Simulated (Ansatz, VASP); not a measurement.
GeS in VASP and in Ansatz

```
CELL_PARAMETERS angstrom
10.29339 0.00000 0.00000
0.00000 3.66430 0.00000
0.00000 0.00000 4.14796
ATOMIC_POSITIONS crystal
Ge 0.11935 0.25000 0.12017
Ge 0.38065 0.75000 0.62017
Ge 0.61935 0.25000 0.37983
Ge 0.88065 0.75000 0.87983
S 0.85236 0.25000 0.49467
S 0.64764 0.75000 0.99467
S 0.35236 0.25000 0.00533
S 0.14764 0.75000 0.50533
```

Alike in both runs: functional PBEsol; k mesh 4 × 8 × 6; occupations gaussian, width 0.02 eV; no spin polarisation.

Ansatz relaxed the structure, and its values are those at the end. VASP's run is a single point on that final structure, the one shown.

```csv
,VASP,Ansatz
version,VASP 6.6.1,Ansatz 0.2.0
potentials or method,"VASP PAW PBE potentials, release 64 (Ge_d, S), cutoff 500 eV","scalar-relativistic, plane waves, PAW"
valence electrons in the cell,80,80
```

Ansatz gave:

- gap on the k mesh at the Fermi level (eV): 0.83
- least direct gap on the mesh (eV): 1.06
- pressure (GPa): 0.0
- rms of the force components (eV/Å): 0.001

Task: What did VASP give for the same quantities?

Result: gap on the k mesh at the Fermi level (eV): 0.83; least direct gap on the mesh (eV): 1.06; pressure (GPa): -0.1; rms of the force components (eV/Å): 0.004.

VASP's potentials were made for PBE, not for PBEsol. The functional is the same, so the differences come from potentials, cutoffs and numerics.
